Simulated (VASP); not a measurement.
# TlBr: single point with PBEsol

TlBr:

```
CELL_PARAMETERS angstrom
3.70267 0.00000 0.00000
0.00000 3.70267 0.00000
0.00000 0.00000 3.70267
ATOMIC_POSITIONS crystal
Tl 0.00000 0.00000 0.00000
Br 0.50000 0.50000 0.50000
```

```json
{"Program": "VASP 6.6.1", "Task": "single point", "Functional": "PBEsol", "Potentials or basis": "VASP PAW PBE potentials, release 64 (Tl_d, Br)", "Cutoff": "500 eV", "k mesh": "6 × 6 × 6", "Occupations": "gaussian, width 0.01 eV", "Spin": "no spin polarisation"}
```

* Pressure: 7.0 GPa
* Band gap on the k mesh: 0.88 eV, indirect (least direct gap 1.04 eV)

Levels at points of the mesh, in eV from the valence-band top:
```csv
k point,band 7,band 8,band 9,band 10,band 11,band 12,band 13,band 14
"(0.00, 0.00, 0.00)",-5.38,-2.47,-2.47,-2.47,6.08,6.08,7.87,7.87
"(0.50, 0.00, 0.00)",-7.25,-1.64,-1.64,0.00,1.04,5.39,5.39,6.82
"(0.50, 0.50, 0.00)",-4.77,-4.77,-4.49,-1.59,4.89,4.89,7.27,7.88
"(0.50, 0.50, 0.50)",-3.17,-3.17,-3.17,-2.88,0.88,0.88,0.88,13.98
```

It took 6.4 s on 1 thread of Intel(R) Xeon(R) 6975P-C (Granite Rapids), on a shared host, peak memory 0.16 GiB.

Caveat: the PAW data sets were made with another functional, which shifts forces and pressure a little; spin-orbit coupling is left out, which moves the levels of the heavy elements. A k mesh can miss the band edges.
